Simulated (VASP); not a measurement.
Here is a VASP 6.6.1 calculation.

INCAR

```
ALGO = Normal
EDIFF = 1E-6
ENCUT = 520
GGA = PS
ISIF = 2
ISMEAR = -1
LASPH = True
LCHARG = True
LELF = True
LREAL = False
LVHAR = True
LWAVE = False
NBANDS = 9
NELM = 100
PREC = Accurate
SIGMA = 0.05
```

The input KPOINTS:

```
k-points
0
Gamma
  9 9 9
```

File POSCAR:

```
Te
1.0
    2.2708870935      1.3110972747      1.7519753933
   -2.2708870935      1.3110972747      1.7519753933
    0.0000000000     -2.6221945494      1.7519753933
Te
1
Direct
    0.5000000000      0.5000000000      0.5000000000
```

Potentials or basis: VASP PAW PBE potentials, release 64 (Te).

Command:

```console
$ cat potpaw_PBE.64/Te/POTCAR > POTCAR
$ mpirun -np 1 vasp_std > vasp.out
```

Task: Estimate the band gap on the k mesh.

Result: Zero (band 3 reaches 9.43 eV, above the bottom of band 4 at 4.15 eV).

Task: Predict the pressure.

Result: 0.0 GPa.

Caveat: the PAW data sets were made with another functional, which shifts forces and pressure a little; spin-orbit coupling is left out, which moves the levels of the heavy elements.
